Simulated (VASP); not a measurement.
# B2Se in VASP: single point with r2SCAN

Aim: the single point of B2Se with r2SCAN.

All numbers are computed with VASP 6.6.1; they aren't measurements. Logs are shortened: lines on timing, memory, paths and dates and some standing lists are left out, and cuts for length are marked.

### Step 1. The cell of the first run

The cell holds an amorphous packing of atoms, 12 atoms: a = 6.518 Å, b = 5.786 Å, c = 5.045 Å, α = 80.88°, β = 84.71°, γ = 80.05°.

### Step 2. Single point, r2SCAN

POSCAR reads:

```
B2Se
1.0
    6.2624470000      0.9958660000      1.5091140000
    0.1029040000      5.7850900000      0.0717880000
   -0.8213810000      0.7537350000      4.9201480000
B Se
8 4
Direct
    0.2158740000      0.2977240000      0.2424410000
    0.1527720000      0.9460680000      0.5054770000
    0.5446130000      0.3260590000      0.9926160000
    0.2792440000      0.6281560000      0.8423960000
    0.1916250000      0.2869630000      0.7239260000
    0.0510970000      0.8854470000      0.0844240000
    0.3825290000      0.9936260000      0.0143200000
    0.8320690000      0.1205530000      0.7742480000
    0.4272980000      0.6052250000      0.3517300000
    0.8619030000      0.5007350000      0.4338110000
    0.7195140000      0.7066530000      0.9082310000
    0.6388670000      0.0044790000      0.4011100000
```

INCAR.step1 reads:

```
ALGO = Normal
EDIFF = 1E-4
ENCUT = 520
GGA = PE
ISMEAR = -1
LASPH = T
LCHARG = F
LREAL = F
LWAVE = T
NBANDS = 36
NELM = 60
PREC = Accurate
SIGMA = 0.1
```

INCAR.step2 reads:

```
ALGO = Normal
EDIFF = 1E-6
ENCUT = 520
ISIF = 2
ISMEAR = -1
ISTART = 1
LASPH = T
LCHARG = T
LELF = T
LMIXTAU = T
LREAL = F
LVHAR = T
LWAVE = F
METAGGA = R2SCAN
NBANDS = 36
NELM = 60
PREC = Accurate
SIGMA = 0.1
```

KPOINTS reads:

```
Automatic mesh
0
Gamma
  3 3 4
  0.5 0 0
```

Potentials or basis: VASP PAW PBE potentials, release 64 (B, Se).

Launch:

```
cat potpaw_PBE.64/B/POTCAR potpaw_PBE.64/Se/POTCAR > POTCAR
cp INCAR.step1 INCAR
mpirun -np 1 vasp_std > vasp.out
cp INCAR.step2 INCAR
mpirun -np 1 vasp_std > vasp.out
```

OUTCAR:

```text
EDIFF = 1E-6
   ENCUT = 520
   ISIF = 2
   ISMEAR = -1
   ISTART = 1
   LASPH = T
   LREAL = F
   METAGGA = R2SCAN
   NELM = 60
   PREC = Accurate

 ion  position               nearest neighbor table
   1  0.216  0.298  0.242-
   2  0.153  0.946  0.505-
   3  0.545  0.326  0.993-
   4  0.279  0.628  0.842-
   5  0.192  0.287  0.724-
   6  0.051  0.885  0.084-
   7  0.383  0.994  0.014-
   8  0.832  0.121  0.774-
   9  0.427  0.605  0.352-
  10  0.862  0.501  0.434-
  11  0.720  0.707  0.908-
  12  0.639  0.004  0.401-

  LATTYP: Found a triclinic cell.
 ALAT       =     5.0448626879
 B/A-ratio  =     2.5085558360
 C/A-ratio  =     1.7051851259
 COS(alpha) =     0.0027799223
 COS(beta)  =     0.6563075195
 COS(gamma) =     0.6772774964

  Lattice vectors:

 A1 = (  -0.8213810000,   0.7537350000,   4.9201480000)
 A2 = (  -8.0081130000,  -5.2734860000,   8.2593940000)
 A3 = (   5.4410660000,   1.7496010000,   6.4292620000)

Analysis of symmetry for initial positions (statically):
=====================================================================
 Subroutine PRICEL returns:
 Original cell was already a primitive cell.

 Routine SETGRP: Setting up the symmetry group for a
 triclinic supercell.

 Subroutine GETGRP returns: Found  1 space group operations
 (whereof  1 operations were pure point group operations)
 out of a pool of  2 trial point group operations.

The static configuration has the point symmetry C_1 .

Analysis of symmetry for dynamics (positions and initial velocities):
=====================================================================
 Subroutine PRICEL returns:
 Original cell was already a primitive cell.

 Routine SETGRP: Setting up the symmetry group for a
 triclinic supercell.

 Subroutine GETGRP returns: Found  1 space group operations
 (whereof  1 operations were pure point group operations)
 out of a pool of  2 trial point group operations.

The dynamic configuration has the point symmetry C_1 .

 Subroutine INISYM returns: Found  1 space group operations
 (whereof  1 operations are pure point group operations),
 and found     1 'primitive' translations

----------------------------------------------------------------------------------------

                                     Primitive cell

  volume of cell :     184.6374

  direct lattice vectors                    reciprocal lattice vectors
     6.262447000  0.995866000  1.509114000     0.153865872 -0.003061505  0.026155731
     0.102904000  5.785090000  0.071788000    -0.020376894  0.173592831 -0.029995070
    -0.821381000  0.753735000  4.920148000    -0.046896623 -0.001593798  0.195661046

  length of vectors
     6.518237230  5.786450471  5.044862688     0.156103176  0.177339767  0.201209042

  position of ions in fractional coordinates (direct lattice)
     0.215874000  0.297724000  0.242441000
     0.152772000  0.946068000  0.505477000
     0.544613000  0.326059000  0.992616000
     0.279244000  0.628156000  0.842396000
     0.191625000  0.286963000  0.723926000
     0.051097000  0.885447000  0.084424000
     0.382529000  0.993626000  0.014320000
     0.832069000  0.120553000  0.774248000
     0.427298000  0.605225000  0.351730000
     0.861903000  0.500735000  0.433811000
     0.719514000  0.706653000  0.908231000
     0.638867000  0.004479000  0.401110000

  ion indices of the primitive-cell ions
   primitive index   ion index
                 1           1
                 2           2
                 3           3
                 4           4
                 5           5
                 6           6
                 7           7
                 8           8
                 9           9
                10          10
                11          11
                12          12

----------------------------------------------------------------------------------------

 KPOINTS: Automatic mesh

Automatic generation of k-mesh.
 Grid dimensions read from file:
 generate k-points for:    3    3    4

 Generating k-lattice:

  Cartesian coordinates                     Fractional coordinates (reciprocal lattice)
     0.051288624 -0.001020502  0.008718577     0.333333333  0.000000000  0.000000000
    -0.006792298  0.057864277 -0.009998357    -0.000000000  0.333333333 -0.000000000
    -0.011724156 -0.000398450  0.048915262     0.000000000 -0.000000000  0.250000000

  Length of vectors
     0.052034392  0.059113256  0.050302260

  Shift w.r.t. Gamma in fractional coordinates (k-lattice)
     0.500000000  0.000000000  0.000000000

 Subroutine IBZKPT returns following result:
 ===========================================

 Found     19 irreducible k-points:

 Following reciprocal coordinates:
            Coordinates               Weight
  0.166667 -0.000000  0.000000      2.000000
  0.500000 -0.000000  0.000000      1.000000
  0.166667  0.333333 -0.000000      2.000000
  0.500000  0.333333  0.000000      2.000000
 -0.166667  0.333333  0.000000      2.000000
  0.166667  0.000000  0.250000      2.000000
[... 11 lines left out ...]
  0.500000  0.333333  0.500000      2.000000
 -0.166667  0.333333  0.500000      2.000000
   k-points           NKPTS =     19   k-points in BZ     NKDIM =     19   number of bands    NBANDS=     36
   number of dos      NEDOS =    301   number of ions     NIONS =     12
   total plane-waves  NPLWV =  92160
   dimension x,y,z NGX =    48 NGY =   48 NGZ =   40
   dimension x,y,z NGXF=    96 NGYF=   96 NGZF=   80
   ions per type =               8   4
   NGX,Y,Z   is equivalent  to a cutoff of  12.24, 13.79, 13.18 a.u.
   NGXF,Y,Z  is equivalent  to a cutoff of  24.48, 27.58, 26.36 a.u.
 SYSTEM =  unknown system
   PREC   = accura    normal or accurate (medium, high low for compatibility)
   ISTART =      1    job   : 0-new  1-cont  2-samecut
   ICHARG =      0    charge: 1-file 2-atom 10-const
   ISPIN  =      1    spin polarized calculation?
   LNONCOLLINEAR =      F non collinear calculations
   LSORBIT =      F    spin-orbit coupling
   LASPH  =      T    aspherical Exc in radial PAW
   ENCUT  =  520.0 eV  38.22 Ry    6.18 a.u.  12.12 10.76  9.38*2*pi/ulx,y,z
   NELM   =     60;   NELMIN=  2; NELMDL=  0     # of ELM steps
   EDIFF  = 0.1E-05   stopping-criterion for ELM
   LREAL  =      F    real-space projection
   EDIFFG = 0.1E-04   stopping-criterion for IOM
   NSW    =      0    number of steps for IOM
   IBRION =     -1    ionic relax: 0-MD 1-quasi-New 2-CG
   NFREE  =      0    steps in history (QN), initial steepest desc. (CG)
   ISIF   =      2    stress and relaxation
   ISYM   =      2    0-nonsym 1-usesym 2-fastsym
   POTIM  = 0.5000    time-step for ionic-motion
   TEBEG  =    0.0;   TEEND  =   0.0 temperature during run
   PSTRESS=    0.0 pullay stress
   NELECT =      48.0000    total number of electrons
   NUPDOWN=      -1.0000    fix difference up-down
   EMIN   =  10.00;   EMAX   =-10.00  energy-range for DOS
   EFERMI =   0.00;   METHOD = LEGACY
   ISMEAR =    -1;   SIGMA  =   0.10  broadening in eV -4-tet -1-fermi 0-gaus
   EFERMI_NEDOS =   21; number of points for ismear=-14 and -15
   IALGO  =     38    algorithm
   IMIX   =      4    mixing-type and parameters
     AMIX     =   0.40;   BMIX     =  1.00
     AMIX_MAG =   1.60;   BMIX_MAG =  1.00
  volume/ion in A,a.u.               =      15.39       103.83
  Fermi-wavevector in a.u.,A,eV,Ry     =   1.044837  1.974456 14.853279  1.091685
  Thomas-Fermi vector in A             =   2.179607
   LORBIT       =      0    0 simple, 1 ext, 2 COOP (PROOUT), +10 PAW based schemes
   METAGGA = R2SCAN    functional components
   LHFCALC =     F    Hartree Fock is set to
   AEXX    =    0.0000 exact exchange contribution
   IVDW    =     0    specifies the selected vdW correction
   LEPSILON=     F    determine dielectric tensor
   LRPA    =     F    only Hartree local field effects (RPA)
 non-spin polarized calculation
  energy-cutoff  :      520.00
  volume of cell :      184.64
 maximum number of plane-waves:      4987
   NGX = 25   NGY = 21   NGZ = 19

 number of electron      47.9999998 magnetization

 Free energy of the ion-electron system (eV)
  ---------------------------------------------------
  ext. energy  EPLUGINS =         0.00000000
  ---------------------------------------------------
  free energy    TOTEN  =       -91.14173973 eV

  energy without entropy =      -90.94623961  energy(sigma->0) =      -91.04398967

 E-fermi :   3.6822     XC(G=0): -10.6663

 val. band max:        3.6173869481   @ k =   0.5000   0.3333   0.2500
 cond. band min:       3.6828818042   @ k =  -0.1667   0.3333   0.0000
 fundamental gap:      0.0654948561
 Fermi energy:         3.6821708645

 k-point     1 :       0.1667   -0.0000    0.0000
  band No.  band energies     occupation
      1     -12.3447      2.00000
      2     -10.2509      2.00000
      3      -9.4191      2.00000
      4      -9.0516      2.00000
      5      -6.3636      2.00000
      6      -4.7779      2.00000
[... 28 lines left out ...]
     35       7.5107      0.00000
     36       7.9454      0.00000

 k-point     2 :       0.5000   -0.0000    0.0000
  band No.  band energies     occupation
      1     -12.2334      2.00000
      2     -10.5591      2.00000
      3      -9.3860      2.00000
      4      -9.0223      2.00000
      5      -6.1065      2.00000
      6      -4.7758      2.00000
[... 28 lines left out ...]
     35       7.8262      0.00000
     36       7.9669      0.00000
[... 622 lines left out ...]
     35       7.0671      0.00000
     36       7.5523      0.00000

 k-point    19 :      -0.1667    0.3333    0.5000
  band No.  band energies     occupation
      1     -11.4813      2.00000
      2     -10.6751      2.00000
      3      -9.7482      2.00000
      4      -9.5630      2.00000
      5      -6.2932      2.00000
      6      -5.4044      2.00000
[... 28 lines left out ...]
     35       7.1018      0.00000
     36       7.4995      0.00000

------------------------ aborting loop because EDIFF is reached ----------------------------------------

  FORCE on cell =-STRESS in cart. coord.  units (eV):
  Direction    XX          YY          ZZ          XY          YZ          ZX
  --------------------------------------------------------------------------------------
  -------------------------------------------------------------------------------------
  Total      -18.1095305    -25.9896947    -18.4387213      4.8745324      1.7130415      0.1456990
  in kB     -157.1441325   -225.5236832   -160.0006614     42.2984002     14.8647931      1.2642923
  external PRESSURE =    -180.8894924 kB  Pullay stress =       0.0000000 kB

 VOLUME and BASIS-vectors are now :
 -----------------------------------------------------------------------------
  energy-cutoff  :      520.00
  volume of cell :      184.64
      direct lattice vectors                 reciprocal lattice vectors
     6.262447000  0.995866000  1.509114000     0.153865872 -0.003061505  0.026155731
     0.102904000  5.785090000  0.071788000    -0.020376894  0.173592831 -0.029995070
    -0.821381000  0.753735000  4.920148000    -0.046896623 -0.001593798  0.195661046

 POSITION                                       TOTAL-FORCE (eV/Angst)
 -----------------------------------------------------------------------------------
      1.18340      2.12008      1.54000         0.152494     -0.434001      0.797993
      0.63889      6.00622      2.78549         0.028009      0.688385     -0.760113
      2.62885      3.17681      5.72911        -0.214911     -0.995248     -0.221289
      1.12146      4.54697      4.61122        -0.642703     -1.001707     -0.388813
      0.63495      2.39659      3.87161         0.145676     -0.394964      0.138205
      0.34176      5.23691      0.55605         1.024930      0.448234     -0.744211
      2.48605      6.13996      0.71907        -0.755390      1.102752     -0.153093
      4.58724      2.10962      5.07376        -0.027078      0.092666      0.050736
      2.44931      4.19192      2.41885        -1.528093     -0.468639      0.572175
      5.09283      4.08212      3.47107         1.910738     -1.069894      1.142386
      3.83263      5.48916      5.60519        -0.430910      0.546774     -0.597464
      3.67187      0.96447      2.93797         0.337239      1.485642      0.163489
 -----------------------------------------------------------------------------------
    total drift:                                0.000706     -0.000305      0.000006

  FREE ENERGIE OF THE ION-ELECTRON SYSTEM (eV)
  ---------------------------------------------------
  free  energy   TOTEN  =       -91.1417397266 eV

  energy  without entropy=      -90.9462396124  energy(sigma->0) =      -91.04398967
```

Run time: 4.1 min. Hardware: 1 thread of Intel Xeon Platinum 8488C (Sapphire Rapids), shared host; peak memory 0.36 GiB.

What came out:

| Item | Value |
| --- | --- |
| Free energy | -91.1417 eV |
| Pressure | -18.1 GPa |
| Largest force | 2.470 eV/Å |
| Band gap on the k mesh | zero (band 24 reaches 3.82 eV, above the bottom of band 25 at 3.42 eV) |

Forces on the atoms (eV/Å):
```
B    0.152 -0.434  0.798
B    0.028  0.688 -0.760
B   -0.215 -0.995 -0.221
B   -0.643 -1.002 -0.389
B    0.146 -0.395  0.138
B    1.025  0.448 -0.744
B   -0.755  1.103 -0.153
B   -0.027  0.093  0.051
Se  -1.528 -0.469  0.572
Se   1.911 -1.070  1.142
Se  -0.431  0.547 -0.597
Se   0.337  1.486  0.163
```

Caveat: the k points lie up to 0.37 Å⁻¹ apart; the PAW data sets were made with another functional, which shifts forces and pressure a little.
